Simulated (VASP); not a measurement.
# CdF2 (Fm-3m) in VASP: single point with PBE-based global hybrid

Aim: the single point of CdF2 with PBE-based global hybrid.

All numbers are computed with VASP 6.6.1; they aren't measurements. Logs are shortened: lines on timing, memory, paths and dates and some standing lists are left out, and cuts for length are marked.

### 1 The cell of the first run

Symmetry: Fm-3m, No. 225, cubic system. The conventional cell has a = 5.365 Å, b = 5.365 Å, c = 5.365 Å, α = 90.00°, β = 90.00°, γ = 90.00°. Cd (site symmetry m-3m) has 8 F at 2.32 Å within 3.1 Å. F (site symmetry -43m) has 4 Cd at 2.32 Å and 6 F at 2.68 Å within 3.1 Å.

### 2 Single point, PBE-based global hybrid

Contents of POSCAR:

```
CdF2
1.0
    0.0000000000      2.6825809941      2.6825809941
    2.6825809941      0.0000000000      2.6825809941
    2.6825809941      2.6825809941      0.0000000000
Cd F
1 2
Direct
    0.0000000000      0.0000000000      0.0000000000
    0.2500000000      0.2500000000      0.2500000000
    0.7500000000      0.7500000000      0.7500000000
```

Contents of INCAR.step1:

```
SYSTEM = CdF2
  ALGO = Normal
  EDIFF = 1E-5
  ENCUT = 520
  GGA = PE
  ISIF = 2
  ISMEAR = 0
  LASPH = .True.
  LCHARG = .False.
  LREAL = .False.
  LWAVE = .True.
  NBANDS = 20
  NELM = 80
  PREC = Accurate
  SIGMA = 0.01
```

Contents of INCAR.step2:

```
SYSTEM = CdF2
  AEXX = 0.1
  ALGO = Normal
  EDIFF = 1E-6
  ENCUT = 520
  GGA = PE
  ISIF = 2
  ISMEAR = 0
  ISTART = 1
  LASPH = .True.
  LCHARG = .False.
  LHFCALC = .True.
  LREAL = .False.
  LWAVE = .False.
  NBANDS = 20
  NELM = 80
  PREC = Accurate
  PRECFOCK = Normal
  SIGMA = 0.01
```

Contents of KPOINTS:

```
k-points
0
Gamma
  4 4 4
  0 0 0
```

Potentials or basis: VASP PAW PBE potentials, release 64 (Cd, F).

Started as:

```bash
$ cat potpaw_PBE.64/Cd/POTCAR potpaw_PBE.64/F/POTCAR > POTCAR
$ cp INCAR.step1 INCAR
$ mpirun -np 1 vasp_std > vasp.out
$ cp INCAR.step2 INCAR
$ mpirun -np 1 vasp_std > vasp.out
```

OUTCAR:

```text
SYSTEM = CdF2
   AEXX = 0.1
   EDIFF = 1E-6
   ENCUT = 520
   GGA = PE
   ISIF = 2
   ISMEAR = 0
   ISTART = 1
   LASPH = .True.
   LHFCALC = .True.
   LREAL = .False.
   NELM = 80
   PREC = Accurate
   PRECFOCK = Normal

 ion  position               nearest neighbor table
   1  0.000  0.000  0.000-   3 2.32   3 2.32   2 2.32   2 2.32   3 2.32   2 2.32   3 2.32   2 2.32

   2  0.250  0.250  0.250-   1 2.32   1 2.32   1 2.32   1 2.32
   3  0.750  0.750  0.750-   1 2.32   1 2.32   1 2.32   1 2.32

  LATTYP: Found a face centered cubic cell.
 ALAT       =     5.3651619882

  Lattice vectors:

 A1 = (   0.0000000000,   2.6825809941,   2.6825809941)
 A2 = (   2.6825809941,   0.0000000000,   2.6825809941)
 A3 = (   2.6825809941,   2.6825809941,   0.0000000000)

Analysis of symmetry for initial positions (statically):
=====================================================================
 Subroutine PRICEL returns:
 Original cell was already a primitive cell.

 Routine SETGRP: Setting up the symmetry group for a
 face centered cubic supercell.

 Subroutine GETGRP returns: Found 48 space group operations
 (whereof 48 operations were pure point group operations)
 out of a pool of 48 trial point group operations.

The static configuration has the point symmetry O_h .

Analysis of symmetry for dynamics (positions and initial velocities):
=====================================================================
 Subroutine PRICEL returns:
 Original cell was already a primitive cell.

 Routine SETGRP: Setting up the symmetry group for a
 face centered cubic supercell.

 Subroutine GETGRP returns: Found 48 space group operations
 (whereof 48 operations were pure point group operations)
 out of a pool of 48 trial point group operations.

The dynamic configuration has the point symmetry O_h .

 Subroutine INISYM returns: Found 48 space group operations
 (whereof 48 operations are pure point group operations),
 and found     1 'primitive' translations

----------------------------------------------------------------------------------------

                                     Primitive cell

  volume of cell :      38.6090

  direct lattice vectors                    reciprocal lattice vectors
     0.000000000  2.682580994  2.682580994    -0.186387662  0.186387662  0.186387662
     2.682580994  0.000000000  2.682580994     0.186387662 -0.186387662  0.186387662
     2.682580994  2.682580994  0.000000000     0.186387662  0.186387662 -0.186387662

  length of vectors
     3.793742424  3.793742424  3.793742424     0.322832901  0.322832901  0.322832901

  position of ions in fractional coordinates (direct lattice)
     0.000000000  0.000000000  0.000000000
     0.250000000  0.250000000  0.250000000
     0.750000000  0.750000000  0.750000000

  ion indices of the primitive-cell ions
   primitive index   ion index
                 1           1
                 2           2
                 3           3

----------------------------------------------------------------------------------------

 KPOINTS: k-points

Automatic generation of k-mesh.
 Grid dimensions read from file:
 generate k-points for:    4    4    4

 Generating k-lattice:

  Cartesian coordinates                     Fractional coordinates (reciprocal lattice)
    -0.046596916  0.046596916  0.046596916     0.250000000  0.000000000  0.000000000
     0.046596916 -0.046596916  0.046596916     0.000000000  0.250000000  0.000000000
     0.046596916  0.046596916 -0.046596916     0.000000000  0.000000000  0.250000000

  Length of vectors
     0.080708225  0.080708225  0.080708225

  Shift w.r.t. Gamma in fractional coordinates (k-lattice)
     0.000000000  0.000000000  0.000000000

 Subroutine IBZKPT returns following result:
 ===========================================

 Found      8 irreducible k-points:

 Following reciprocal coordinates:
            Coordinates               Weight
  0.000000  0.000000  0.000000      1.000000
  0.250000  0.000000  0.000000      8.000000
  0.500000  0.000000  0.000000      4.000000
  0.250000  0.250000  0.000000      6.000000
  0.500000  0.250000  0.000000     24.000000
 -0.250000  0.250000  0.000000     12.000000
  0.500000  0.500000  0.000000      3.000000
 -0.250000  0.500000  0.250000      6.000000
   k-points           NKPTS =      8   k-points in BZ     NKDIM =     64   number of bands    NBANDS=     20
   number of dos      NEDOS =    301   number of ions     NIONS =      3
   total plane-waves  NPLWV =  21952
   dimension x,y,z NGX =    28 NGY =   28 NGZ =   28
   dimension x,y,z NGXF=    56 NGYF=   56 NGZF=   56
   ions per type =               1   2
   NGX,Y,Z   is equivalent  to a cutoff of  12.27, 12.27, 12.27 a.u.
   NGXF,Y,Z  is equivalent  to a cutoff of  24.54, 24.54, 24.54 a.u.
 SYSTEM =  CdF2
   PREC   = accura    normal or accurate (medium, high low for compatibility)
   ISTART =      1    job   : 0-new  1-cont  2-samecut
   ICHARG =      0    charge: 1-file 2-atom 10-const
   ISPIN  =      1    spin polarized calculation?
   LNONCOLLINEAR =      F non collinear calculations
   LSORBIT =      F    spin-orbit coupling
   LASPH  =      T    aspherical Exc in radial PAW
   ENCUT  =  520.0 eV  38.22 Ry    6.18 a.u.   7.05  7.05  7.05*2*pi/ulx,y,z
   NELM   =     80;   NELMIN=  2; NELMDL=  0     # of ELM steps
   EDIFF  = 0.1E-05   stopping-criterion for ELM
   LREAL  =      F    real-space projection
   EDIFFG = 0.1E-04   stopping-criterion for IOM
   NSW    =      0    number of steps for IOM
   IBRION =     -1    ionic relax: 0-MD 1-quasi-New 2-CG
   NFREE  =      0    steps in history (QN), initial steepest desc. (CG)
   ISIF   =      2    stress and relaxation
   ISYM   =      3    0-nonsym 1-usesym 2-fastsym
   POTIM  = 0.5000    time-step for ionic-motion
   TEBEG  =    0.0;   TEEND  =   0.0 temperature during run
   PSTRESS=    0.0 pullay stress
   NELECT =      26.0000    total number of electrons
   NUPDOWN=      -1.0000    fix difference up-down
   EMIN   =  10.00;   EMAX   =-10.00  energy-range for DOS
   EFERMI =   0.00;   METHOD = LEGACY
   ISMEAR =     0;   SIGMA  =   0.01  broadening in eV -4-tet -1-fermi 0-gaus
   EFERMI_NEDOS =   21; number of points for ismear=-14 and -15
   IALGO  =     38    algorithm
   IMIX   =      1    mixing-type and parameters
     AMIX     =   0.40;   BMIX     =  1.00
     AMIX_MAG =   1.60;   BMIX_MAG =  1.00
  volume/ion in A,a.u.               =      12.87        86.85
  Fermi-wavevector in a.u.,A,eV,Ry     =   1.434949  2.711660 28.015462  2.059078
  Thomas-Fermi vector in A             =   2.554301
   LORBIT       =      0    0 simple, 1 ext, 2 COOP (PROOUT), +10 PAW based schemes
   GGA     = PE    functional components
   LHFCALC =     T    Hartree Fock is set to
   PRECFOCK=normal    Normal, Fast or Accurate (Low or Medium for compatibility)
   ENCUT4O =  -1.0   cutoff for four orbital integrals eV
   NKREDX  =     1    reduce k-point grid by
   NKREDY  =     1    reduce k-point grid by
   NKREDZ  =     1    reduce k-point grid by
   AEXX    =    0.1000 exact exchange contribution
   HFSCREEN=    0.0000 screening length (either q_TF or 0.3 A-1)
   HFSCREENC=   0.0000 screening length for correlation (either q_TF or 0.3 A-1)
   ENCUTFOCK=  -1.0 apply spherical cutoff to Coloumb kernel
   IVDW    =     0    specifies the selected vdW correction
   LEPSILON=     F    determine dielectric tensor
   LRPA    =     F    only Hartree local field effects (RPA)
 non-spin polarized calculation
 Gauss-broadening in eV      SIGMA  =   0.01
  energy-cutoff  :      520.00
  volume of cell :       38.61
 maximum number of plane-waves:      1056
  NGX = 24; NGY = 24; NGZ = 24

 number of electron      25.9999999 magnetization

 Free energy of the ion-electron system (eV)
  ---------------------------------------------------
  ext. energy  EPLUGINS =         0.00000000
  ---------------------------------------------------
  free energy    TOTEN  =       -12.51791498 eV

  energy without entropy =      -12.51791498  energy(sigma->0) =      -12.51791498

 E-fermi :  -1.9320     XC(G=0):  -9.5576

 val. band max:       -1.9914822536   @ k =  -0.2500   0.5000   0.2500
 cond. band min:       2.2468473624   @ k =   0.0000   0.0000   0.0000
 fundamental gap:      4.2383296160
 Fermi energy:        -1.9319873485

 k-point     1 :       0.0000    0.0000    0.0000
  band No.  band energies     occupation
      1     -23.5411      2.00000
      2     -22.3841      2.00000
      3      -7.8333      2.00000
      4      -7.8333      2.00000
      5      -7.8333      2.00000
      6      -6.5282      2.00000
[... 12 lines left out ...]
     19      19.2195      0.00000
     20      19.2195      0.00000

 k-point     2 :       0.2500    0.0000    0.0000
  band No.  band energies     occupation
      1     -23.3486      2.00000
      2     -22.5561      2.00000
      3      -7.6274      2.00000
      4      -7.6274      2.00000
      5      -7.1871      2.00000
      6      -6.5644      2.00000
[... 12 lines left out ...]
     19      18.1705      0.00000
     20      18.9786      0.00000

 k-point     3 :       0.5000    0.0000    0.0000
  band No.  band energies     occupation
      1     -22.9788      2.00000
      2     -22.8999      2.00000
      3      -7.4699      2.00000
      4      -7.4699      2.00000
      5      -6.4596      2.00000
      6      -6.4596      2.00000
[... 12 lines left out ...]
     19      17.5020      0.00000
     20      18.1041      0.00000

 k-point     4 :       0.2500    0.2500    0.0000
  band No.  band energies     occupation
      1     -23.3043      2.00000
      2     -22.5846      2.00000
      3      -7.4732      2.00000
      4      -7.4732      2.00000
      5      -7.0627      2.00000
      6      -6.9133      2.00000
[... 12 lines left out ...]
     19      19.7996      0.00000
     20      20.7748      0.00000

 k-point     5 :       0.5000    0.2500    0.0000
  band No.  band energies     occupation
      1     -23.0392      2.00000
      2     -22.8125      2.00000
      3      -7.3300      2.00000
      4      -7.1876      2.00000
      5      -6.8140      2.00000
      6      -6.4777      2.00000
[... 12 lines left out ...]
     19      19.2619      0.00000
     20      20.7933      0.00000

 k-point     6 :      -0.2500    0.2500    0.0000
  band No.  band energies     occupation
      1     -23.1153      2.00000
      2     -22.7546      2.00000
      3      -7.4267      2.00000
      4      -7.2969      2.00000
      5      -6.7181      2.00000
      6      -6.6137      2.00000
[... 12 lines left out ...]
     19      17.4618      0.00000
     20      21.5797      0.00000

 k-point     7 :       0.5000    0.5000    0.0000
  band No.  band energies     occupation
      1     -23.0508      2.00000
      2     -22.7756      2.00000
      3      -7.5802      2.00000
      4      -6.8231      2.00000
      5      -6.8231      2.00000
      6      -6.4103      2.00000
[... 12 lines left out ...]
     19      18.8495      0.00000
     20      20.7452      0.00000

 k-point     8 :      -0.2500    0.5000    0.2500
  band No.  band energies     occupation
      1     -22.9161      2.00000
      2     -22.9161      2.00000
      3      -7.1979      2.00000
      4      -6.8183      2.00000
      5      -6.8172      2.00000
      6      -6.6596      2.00000
[... 12 lines left out ...]
     19      18.6086      0.00000
     20      20.7364      0.00000

------------------------ aborting loop because EDIFF is reached ----------------------------------------

  FORCE on cell =-STRESS in cart. coord.  units (eV):
  Direction    XX          YY          ZZ          XY          YZ          ZX
  --------------------------------------------------------------------------------------
  -------------------------------------------------------------------------------------
  Total        1.4825498      1.4825498      1.4825498     -0.0000000      0.0000000      0.0000000
  in kB       61.5221278     61.5221278     61.5221278     -0.0000000      0.0000000      0.0000000
  external PRESSURE =      61.5221278 kB  Pullay stress =       0.0000000 kB

 VOLUME and BASIS-vectors are now :
 -----------------------------------------------------------------------------
  energy-cutoff  :      520.00
  volume of cell :       38.61
      direct lattice vectors                 reciprocal lattice vectors
     0.000000000  2.682580994  2.682580994    -0.186387662  0.186387662  0.186387662
     2.682580994  0.000000000  2.682580994     0.186387662 -0.186387662  0.186387662
     2.682580994  2.682580994  0.000000000     0.186387662  0.186387662 -0.186387662

 POSITION                                       TOTAL-FORCE (eV/Angst)
 -----------------------------------------------------------------------------------
      0.00000      0.00000      0.00000        -0.000000     -0.000000     -0.000000
      1.34129      1.34129      1.34129         0.000000     -0.000000      0.000000
      4.02387      4.02387      4.02387         0.000000      0.000000     -0.000000
 -----------------------------------------------------------------------------------
    total drift:                                0.000000      0.000000      0.000000

  FREE ENERGIE OF THE ION-ELECTRON SYSTEM (eV)
  ---------------------------------------------------
  free  energy   TOTEN  =       -12.5179149812 eV

  energy  without entropy=      -12.5179149812  energy(sigma->0) =      -12.51791498
```

It took 10 min on 1 thread of Intel Xeon Platinum 8375C at 2.90GHz (Ice Lake), shared host; peak memory 0.18 GiB.

What came out:

| Property | Result |
| --- | --- |
| Free energy | -12.5179 eV |
| Pressure | 6.2 GPa |
| Band gap on the k mesh | 4.24 eV, indirect (least direct gap 4.76 eV) |

Caveat: the k points lie up to 0.51 Å⁻¹ apart; the PAW data sets were made with another functional, which shifts forces and pressure a little.
